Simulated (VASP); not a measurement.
Set up this calculation in VASP 6.6.1, as the native input.

```
Task                   : electric field gradients
Functional             : r2SCAN
Potentials or basis    : VASP PAW PBE potentials, release 64 (C, O)
Cutoff                 : 520 eV
k mesh                 : 4 × 4 × 4
Occupations            : fermi-dirac, width 0.02 eV
Spin                   : no spin polarisation
Dipole correction      : no
Further INCAR settings : ALGO = Normal; EDIFF = 1e-08; NBANDS = 44
```

CO2:

```
C O
1.0
     5.62000    0.00000    0.00000
     0.00000    5.62000    0.00000
     0.00000    0.00000    5.62000
C O
4 8
Direct
  0.00000 0.00000 0.00000
  0.50000 0.00000 0.50000
  0.50000 0.50000 0.00000
  0.00000 0.50000 0.50000
  0.12002 0.12002 0.12002
  0.37998 0.87998 0.62002
  0.62002 0.37998 0.87998
  0.87998 0.62002 0.37998
  0.87998 0.87998 0.87998
  0.62002 0.12002 0.37998
  0.37998 0.62002 0.12002
  0.12002 0.37998 0.62002
```

One way to write it, as run:

POSCAR

```
CO2
1.0
    5.6200000000      0.0000000000      0.0000000000
    0.0000000000      5.6200000000      0.0000000000
    0.0000000000      0.0000000000      5.6200000000
C O
4 8
Direct
    0.0000000000      0.0000000000      0.0000000000
    0.5000000000      0.0000000000      0.5000000000
    0.5000000000      0.5000000000      0.0000000000
    0.0000000000      0.5000000000      0.5000000000
    0.1200167708      0.1200167708      0.1200167708
    0.3799832292      0.8799832292      0.6200167708
    0.6200167708      0.3799832292      0.8799832292
    0.8799832292      0.6200167708      0.3799832292
    0.8799832292      0.8799832292      0.8799832292
    0.6200167708      0.1200167708      0.3799832292
    0.3799832292      0.6200167708      0.1200167708
    0.1200167708      0.3799832292      0.6200167708
```

INCAR.step1

```
PREC = Accurate
ENCUT = 520
ISMEAR = -1
SIGMA = 0.02
LREAL = False
LASPH = True
NELM = 80
NBANDS = 44
GGA = PE
ALGO = Normal
EDIFF = 1E-4
LWAVE = True
LCHARG = False
```

INCAR.step2

```
PREC = Accurate
ENCUT = 520
EDIFF = 1E-8
ISMEAR = -1
SIGMA = 0.02
LREAL = False
LASPH = True
NELM = 80
ALGO = Normal
ISIF = 2
LWAVE = False
LCHARG = False
METAGGA = R2SCAN
LMIXTAU = True
LEFG = True
NBANDS = 44
ISTART = 1
```

KPOINTS

```
Automatic mesh
0
Gamma
  4 4 4
```

Potentials or basis: VASP PAW PBE potentials, release 64 (C, O).

Run with:

```bash
$ cat potpaw_PBE.64/C/POTCAR potpaw_PBE.64/O/POTCAR > POTCAR
$ cp INCAR.step1 INCAR
$ mpirun -np 1 vasp_std > vasp.out
$ cp INCAR.step2 INCAR
$ mpirun -np 1 vasp_std > vasp.out
```

It gave:

* Pressure: -0.7 GPa
* Largest force: 0.091 eV/Å
* Band gap on the k mesh: 7.40 eV, direct

Caveat: without QUAD_EFG the Cq values of the log hold for a quadrupole moment of 1 mb, not for the nuclei; the PAW data sets were made with another functional, which shifts forces and pressure a little.

Wall time 4.1 min on 1 thread of Intel(R) Xeon(R) Platinum 8375C CPU @ 2.90GHz (Ice Lake), on a shared host, peak memory 0.3 GiB.
